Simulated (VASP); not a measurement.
# GeSb4Te4 (P-3m1) in VASP: a series of runs

GeSb4Te4 is run at these levels: PBE; tasks: single point.

Program: VASP 6.6.1. These are calculated values, not measurements. Logs are shortened: lines on timing, memory, paths and dates and some standing lists are left out, and cuts for length are marked.

## 1. The cell of the first run

It takes space group P-3m1 (No. 164, trigonal). The conventional cell has a = 4.372 Å, b = 4.372 Å, c = 16.943 Å, α = 90.00°, β = 90.00°, γ = 120.00°. Within 4.0 Å of Ge (site symmetry -3m) lie 6 Te at 3.01 Å. Sb (site symmetry 3m) has 3 Sb at 2.95 Å and 3 Te at 3.50 Å within 3.9 Å. Within 4.0 Å of Sb (site symmetry 3m) lie 6 Te at 3.03 to 3.20 Å. Te (site symmetry 3m) has 3 Ge at 3.01 Å and 3 Sb at 3.20 Å and 3 Te at 4.14 Å within 4.2 Å. Te (site symmetry 3m) has 6 Sb at 3.03 to 3.50 Å within 4.0 Å.

## 2. Single point, PBE (uniaxial strain along c: -4.0 %, then relaxed in part)

Contents of INCAR:

```
SYSTEM = GeSb4Te4
PREC = Accurate
ENCUT = 520
EDIFF = 1E-7
ISMEAR = 0
SIGMA = 0.01
LREAL = .False.
LASPH = .True.
NELM = 80
ALGO = Normal
ISIF = 2
LWAVE = .False.
LCHARG = .False.
GGA = PE
NBANDS = 39
```

Contents of KPOINTS:

```
Automatic mesh
0
Gamma
  12 12 2
  0 0 0
```

Contents of POSCAR:

```
GeSb4Te4
1.0
    4.3719495453      0.0000000000      0.0000000000
   -2.1859747727      3.7862193702      0.0000000000
    0.0000000000      0.0000000000     16.9426647876
Ge Sb Te
1 4 4
Direct
    0.0000000000      0.0000000000      0.0000000000
    0.3333333332      0.6666666668      0.5452460628
    0.6666666668      0.3333333332      0.4547539372
    0.6666666708      0.3333333292      0.7872080518
    0.3333333292      0.6666666708      0.2127919482
    0.3333333342      0.6666666658      0.9029863761
    0.6666666658      0.3333333342      0.0970136239
    0.0000000033     -0.0000000033      0.6879666315
   -0.0000000033      0.0000000033      0.3120333685
```

Potentials or basis: VASP PAW PBE potentials, release 64 (Ge_d, Sb, Te).

Launch:

```
$ cat potpaw_PBE.64/Ge_d/POTCAR potpaw_PBE.64/Sb/POTCAR potpaw_PBE.64/Te/POTCAR > POTCAR
$ mpirun -np 1 vasp_std > vasp.out
```

OUTCAR:

```text
SYSTEM = GeSb4Te4
   PREC = Accurate
   ENCUT = 520
   EDIFF = 1E-7
   ISMEAR = 0
   LREAL = .False.
   LASPH = .True.
   NELM = 80
   ISIF = 2
   GGA = PE

 ion  position               nearest neighbor table
   1  0.000  0.000  0.000-   6 3.01   7 3.01   7 3.01   6 3.01   6 3.01   7 3.01
   2  0.333  0.667  0.545-   3 2.95   3 2.95   3 2.95   8 3.50   8 3.50   8 3.50
   3  0.667  0.333  0.455-   2 2.95   2 2.95   2 2.95   9 3.50   9 3.50   9 3.50
   4  0.667  0.333  0.787-   8 3.03   8 3.03   8 3.03   6 3.20   6 3.20   6 3.20
   5  0.333  0.667  0.213-   9 3.03   9 3.03   9 3.03   7 3.20   7 3.20   7 3.20
   6  0.333  0.667  0.903-   1 3.01   1 3.01   1 3.01   4 3.20   4 3.20   4 3.20
   7  0.667  0.333  0.097-   1 3.01   1 3.01   1 3.01   5 3.20   5 3.20   5 3.20
   8  0.000  1.000  0.688-   4 3.03   4 3.03   4 3.03   2 3.50   2 3.50   2 3.50
   9  1.000  0.000  0.312-   5 3.03   5 3.03   5 3.03   3 3.50   3 3.50   3 3.50

  LATTYP: Found a hexagonal cell.
 ALAT       =     4.3719495453
 C/A-ratio  =     3.8753111426

  Lattice vectors:

 A1 = (   4.3719495453,   0.0000000000,   0.0000000000)
 A2 = (  -2.1859747727,   3.7862193702,   0.0000000000)
 A3 = (   0.0000000000,   0.0000000000,  16.9426647876)

Analysis of symmetry for initial positions (statically):
=====================================================================
 Subroutine PRICEL returns:
 Original cell was already a primitive cell.

 Routine SETGRP: Setting up the symmetry group for a
 hexagonal supercell.

 Subroutine GETGRP returns: Found 12 space group operations
 (whereof 12 operations were pure point group operations)
 out of a pool of 24 trial point group operations.

The static configuration has the point symmetry D_3d.

Analysis of symmetry for dynamics (positions and initial velocities):
=====================================================================
 Subroutine PRICEL returns:
 Original cell was already a primitive cell.

 Routine SETGRP: Setting up the symmetry group for a
 hexagonal supercell.

 Subroutine GETGRP returns: Found 12 space group operations
 (whereof 12 operations were pure point group operations)
 out of a pool of 24 trial point group operations.

The dynamic configuration has the point symmetry D_3d.

 Subroutine INISYM returns: Found 12 space group operations
 (whereof 12 operations are pure point group operations),
 and found     1 'primitive' translations

----------------------------------------------------------------------------------------

                                     Primitive cell

  volume of cell :     280.4546

  direct lattice vectors                    reciprocal lattice vectors
[... 107 lines left out ...]
   ISIF   =      2    stress and relaxation
   ISYM   =      2    0-nonsym 1-usesym 2-fastsym
   POTIM  = 0.5000    time-step for ionic-motion
   TEBEG  =    0.0;   TEEND  =   0.0 temperature during run
   PSTRESS=    0.0 pullay stress
   NELECT =      58.0000    total number of electrons
   NUPDOWN=      -1.0000    fix difference up-down
   EMIN   =  10.00;   EMAX   =-10.00  energy-range for DOS
   EFERMI =   0.00;   METHOD = LEGACY
   ISMEAR =     0;   SIGMA  =   0.01  broadening in eV -4-tet -1-fermi 0-gaus
   EFERMI_NEDOS =   21; number of points for ismear=-14 and -15
   IALGO  =     38    algorithm
   IMIX   =      4    mixing-type and parameters
     AMIX     =   0.40;   BMIX     =  1.00
     AMIX_MAG =   1.60;   BMIX_MAG =  1.00
  volume/ion in A,a.u.               =      31.16       210.29
  Fermi-wavevector in a.u.,A,eV,Ry     =   0.968122  1.829485 12.752191  0.937260
  Thomas-Fermi vector in A             =   2.098065
   LORBIT       =      0    0 simple, 1 ext, 2 COOP (PROOUT), +10 PAW based schemes
   GGA     = PE    functional components
   LHFCALC =     F    Hartree Fock is set to
   AEXX    =    0.0000 exact exchange contribution
   IVDW    =     0    specifies the selected vdW correction
   LEPSILON=     F    determine dielectric tensor
   LRPA    =     F    only Hartree local field effects (RPA)
 non-spin polarized calculation
 Gauss-broadening in eV      SIGMA  =   0.01
  energy-cutoff  :      520.00
  volume of cell :      280.45
 maximum number of plane-waves:      7584
 NGX is ok and might be reduce to    36
   NGX = 17   NGY = 17   NGZ = 63

 number of electron      57.9999979 magnetization

 Free energy of the ion-electron system (eV)
  ---------------------------------------------------
  ext. energy  EPLUGINS =         0.00000000
  ---------------------------------------------------
  free energy    TOTEN  =       -34.35833822 eV

  energy without entropy =      -34.35811976  energy(sigma->0) =      -34.35822899

 E-fermi :   6.4498     XC(G=0):  -9.3676

 val. band max:        6.4470815046   @ k =   0.1667   0.0000   0.0000
 cond. band min:       6.4524976299   @ k =   0.0833   0.0000   0.5000
 fundamental gap:      0.0054161253
 Fermi energy:         6.4497895673

 k-point     1 :       0.0000    0.0000    0.0000
  band No.  band energies     occupation
      1     -18.5716      2.00000
      2     -18.5716      2.00000
      3     -18.5671      2.00000
      4     -18.5658      2.00000
      5     -18.5658      2.00000
      6      -6.6878      2.00000
[... 997 lines left out ...]
     38       9.5506      0.00000
     39       9.6312      0.00000

 [... further k-points ...]
[... 5 lines left out ...]
  --------------------------------------------------------------------------------------
  -------------------------------------------------------------------------------------
  Total        0.0309098      0.0309098      2.1111565     -0.0000000     -0.0000000      0.0000000
  in kB        0.1765812      0.1765812     12.0605852     -0.0000000     -0.0000000      0.0000000
  external PRESSURE =       4.1379159 kB  Pullay stress =       0.0000000 kB

 VOLUME and BASIS-vectors are now :
 -----------------------------------------------------------------------------
  energy-cutoff  :      520.00
  volume of cell :      280.45
      direct lattice vectors                 reciprocal lattice vectors
     4.371949545  0.000000000  0.000000000     0.228730910  0.132057853  0.000000000
    -2.185974773  3.786219370  0.000000000     0.000000000  0.264115705  0.000000000
     0.000000000  0.000000000 16.942664788     0.000000000  0.000000000  0.059022593

 POSITION                                       TOTAL-FORCE (eV/Angst)
 -----------------------------------------------------------------------------------
      0.00000      0.00000      0.00000         0.000000      0.000000      0.000000
     -0.00000      2.52415      9.23792        -0.000000      0.000000      0.041888
      2.18597      1.26207      7.70474         0.000000     -0.000000     -0.041888
      2.18597      1.26207     13.33740        -0.000000      0.000000      0.012013
     -0.00000      2.52415      3.60526         0.000000      0.000000     -0.012013
      0.00000      2.52415     15.29900        -0.000000      0.000000     -0.012719
      2.18597      1.26207      1.64367         0.000000     -0.000000      0.012719
     -2.18597      3.78622     11.65599        -0.000000      0.000000     -0.013352
      4.37195      0.00000      5.28668         0.000000     -0.000000      0.013352
 -----------------------------------------------------------------------------------
    total drift:                                0.000000     -0.000000     -0.000000

  FREE ENERGIE OF THE ION-ELECTRON SYSTEM (eV)
  ---------------------------------------------------
  free  energy   TOTEN  =       -34.3583382179 eV

  energy  without entropy=      -34.3581197616  energy(sigma->0) =      -34.35822899
```

OSZICAR:

```text
N       E                     dE             d eps       ncg     rms          rms(c)
DAV:   1     0.429716219358E+03    0.42972E+03   -0.21646E+04  3492   0.159E+03
DAV:   2     0.258411882272E+02   -0.40388E+03   -0.38827E+03  3361   0.385E+02
DAV:   3    -0.313455604458E+02   -0.57187E+02   -0.55409E+02  3616   0.115E+02
DAV:   4    -0.344263365959E+02   -0.30808E+01   -0.30540E+01  3576   0.314E+01
DAV:   5    -0.345260243229E+02   -0.99688E-01   -0.99494E-01  4175   0.576E+00    0.105E+01
DAV:   6    -0.343421320367E+02    0.18389E+00   -0.36342E-01  4075   0.267E+00    0.694E+00
DAV:   7    -0.343709937938E+02   -0.28862E-01   -0.28506E-01  3735   0.205E+00    0.715E-01
DAV:   8    -0.343616504660E+02    0.93433E-02   -0.10872E-01  3844   0.156E+00    0.696E-01
DAV:   9    -0.343578587786E+02    0.37917E-02   -0.24414E-02  3761   0.669E-01    0.483E-01
DAV:  10    -0.343583185584E+02   -0.45978E-03   -0.47098E-03  3541   0.284E-01    0.300E-01
DAV:  11    -0.343583652763E+02   -0.46718E-04   -0.14148E-03  3438   0.156E-01    0.631E-02
DAV:  12    -0.343583306967E+02    0.34580E-04   -0.23259E-04  4352   0.801E-02    0.356E-02
DAV:  13    -0.343583381001E+02   -0.74034E-05   -0.10825E-04  3367   0.378E-02    0.337E-02
DAV:  14    -0.343583389335E+02   -0.83346E-06   -0.61835E-06  3805   0.117E-02    0.173E-02
DAV:  15    -0.343583385309E+02    0.40258E-06   -0.16667E-06  3416   0.598E-03    0.480E-03
DAV:  16    -0.343583382656E+02    0.26538E-06   -0.41621E-07  3454   0.296E-03    0.300E-03
DAV:  17    -0.343583382179E+02    0.47646E-07   -0.36603E-08  2077   0.863E-04
   1 F= -.34358338E+02 E0= -.34358229E+02  d E =-.218456E-03
```

stdout:

```text
POSCAR found type information on POSCAR GeSbTe
 POSCAR found :  3 types and       9 ions
 scaLAPACK will be used
 LDA part: xc-table for (Slater+PW92), standard interpolation
 POSCAR, INCAR and KPOINTS ok, starting setup
 FFT: planning ... GRIDC
 FFT: planning ... GRID_SOFT
 FFT: planning ... GRID
 WAVECAR not read
 entering main loop
```

Wall time 5.9 min (1 thread of Intel Xeon 6975P-C (Granite Rapids), shared host); peak memory 0.65 GiB.

Results:

| Item | Value |
| --- | --- |
| Free energy | -34.3583 eV |
| Pressure | 0.4 GPa |
| Largest force | 0.042 eV/Å |
| Band gap on the k mesh | 0.01 eV (least direct gap 0.04 eV) |

Forces on the atoms (eV/Å):
```
Ge   0.000  0.000  0.000
Sb   0.000  0.000  0.042
Sb   0.000  0.000 -0.042
Sb   0.000  0.000  0.012
Sb   0.000  0.000 -0.012
Te   0.000  0.000 -0.013
Te   0.000  0.000  0.013
Te   0.000  0.000 -0.013
Te   0.000  0.000  0.013
```

Caveat: the cell differs from its parent crystal (uniaxial strain along c: -4.0 %, then relaxed in part); spin-orbit coupling is left out, which moves the levels of the heavy elements. A k mesh can miss the band edges.

## 3. Single point, PBE (uniaxial strain along c: -4.0 %)

Contents of INCAR:

```
SYSTEM = GeSb4Te4
  PREC = Accurate
  ENCUT = 520
  EDIFF = 1E-6
  ISMEAR = 0
  SIGMA = 0.01
  LREAL = .FALSE.
  LASPH = .TRUE.
  NELM = 80
  ALGO = Normal
  ISIF = 2
  LWAVE = .FALSE.
  LCHARG = .TRUE.
  GGA = PE
  LELF = .TRUE.
  LVHAR = .TRUE.
  NBANDS = 39
```

Contents of KPOINTS:

```
regular mesh
0
G
  12 12 2
  0 0 0
```

Contents of POSCAR:

```
GeSb4Te4
1.0
    4.3732845147      0.0000000000      0.0000000000
   -2.1866422574      3.7873754877      0.0000000000
    0.0000000000      0.0000000000     16.9426647876
Ge Sb Te
1 4 4
Direct
    0.0000000000      0.0000000000      0.0000000000
    0.3333333333      0.6666666667      0.5447037119
    0.6666666667      0.3333333333      0.4552962881
    0.6666666673      0.3333333327      0.7887479483
    0.3333333327      0.6666666673      0.2112520517
    0.3333333333      0.6666666667      0.9036374030
    0.6666666667      0.3333333333      0.0963625970
    0.0000000003     -0.0000000003      0.6906128551
   -0.0000000003      0.0000000003      0.3093871449
```

Potentials or basis: VASP PAW PBE potentials, release 64 (Ge_d, Sb, Te).

Launch:

```
$ cat potpaw_PBE.64/Ge_d/POTCAR potpaw_PBE.64/Sb/POTCAR potpaw_PBE.64/Te/POTCAR > POTCAR
$ mpirun -np 1 vasp_std > vasp.out
```

Wall time 5.5 min (1 thread of Intel Xeon 6975P-C (Granite Rapids), shared host); peak memory 0.65 GiB.

Results (log left out):

```yaml
Free_energy: -34.3516 eV
Pressure: 0.6 GPa
Largest_force: 0.150 eV/Å
Band_gap_on_the_k_mesh: zero (bands 29 and 30 overlap by 0.01 eV)
```

Forces in eV/Å, atoms in the order of the input:
```
Ge   0.000  0.000  0.000
Sb   0.000  0.000  0.150
Sb   0.000  0.000 -0.150
Sb   0.000  0.000  0.037
Sb   0.000  0.000 -0.037
Te   0.000  0.000 -0.006
Te   0.000  0.000  0.006
Te   0.000  0.000 -0.125
Te   0.000  0.000  0.125
```

Stress tensor (GPa, compression positive):
```
0.19 0.00 0.00
0.00 0.19 0.00
0.00 0.00 1.52
```

Levels at points of the mesh, in eV from the Fermi level:
```
           k point  band 26  band 27  band 28  band 29  band 30  band 31  band 32  band 33
(0.00, 0.00, 0.00)    -1.22    -1.22    -1.20    -0.10     0.05     0.05     0.37     0.83
(0.50, 0.00, 0.00)    -1.73    -1.67    -1.08    -0.77     0.65     0.93     1.02     1.12
(0.00, 0.00, 0.50)    -1.25    -1.25    -1.13    -0.15     0.20     0.20     0.49     0.57
(0.50, 0.00, 0.50)    -2.12    -1.66    -1.44    -0.36     0.17     0.57     1.63     1.70
```

Caveat: the cell differs from its parent crystal (uniaxial strain along c: -4.0 %); spin-orbit coupling is left out, which moves the levels of the heavy elements.
